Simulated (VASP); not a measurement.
Crystal: SiC.

```
CELL_PARAMETERS angstrom
3.07569 0.00000 0.00000
-1.53785 2.66363 0.00000
0.00000 0.00000 10.07065
ATOMIC_POSITIONS crystal
Si 0.00000 0.00000 0.18789
Si 0.00000 0.00000 0.68789
Si 0.33333 0.66667 0.43784
Si 0.66667 0.33333 0.93784
C 0.00000 0.00000 0.00046
C 0.00000 0.00000 0.50046
C 0.33333 0.66667 0.24980
C 0.66667 0.33333 0.74980
```

Base run:

| Property | Result |
| --- | --- |
| Program | VASP 6.6.1 |
| Functional | b88 exchange, pbe correlation |
| Potentials or basis | VASP PAW PBE potentials, release 64 (Si, C) |
| Cutoff | 600 eV |
| k mesh | 10 × 10 × 3 |
| Occupations | fermi-dirac, width 0.05 eV |
| Spin | no spin polarisation |

Its results: band gap on the k mesh 2.23 eV (least direct gap 3.35 eV); pressure 3.9 GPa; largest force 0.005 eV/Å.

Q: After a change of settings the same cell gave: band gap on the k mesh 2.17 eV (least direct gap 3.29 eV); pressure -3.4 GPa; largest force 0.005 eV/Å. Which change was it?
A. functional from b88 exchange, pbe correlation to LDA; potentials or basis from VASP PAW PBE potentials, release 64 (Si, C) to VASP PAW LDA potentials, release 64 (Si, C); cutoff from 600 eV to 520 eV
B. functional from b88 exchange, pbe correlation to BLYP; cutoff from 600 eV to 520 eV
C. functional from b88 exchange, pbe correlation to BLYP; cutoff from 600 eV to 520 eV; dispersion from none to D3(BJ)
D. functional from b88 exchange, pbe correlation to RPBE; cutoff from 600 eV to 520 eV

A: A.

Caveats: an odd mesh through Γ misses points on the zone boundary, where band edges can lie; the cell stands under pressure (at least some runs); the PAW data sets were made with another functional, which shifts forces and pressure a little (at least some runs); the cell stands under tension (at least some runs).
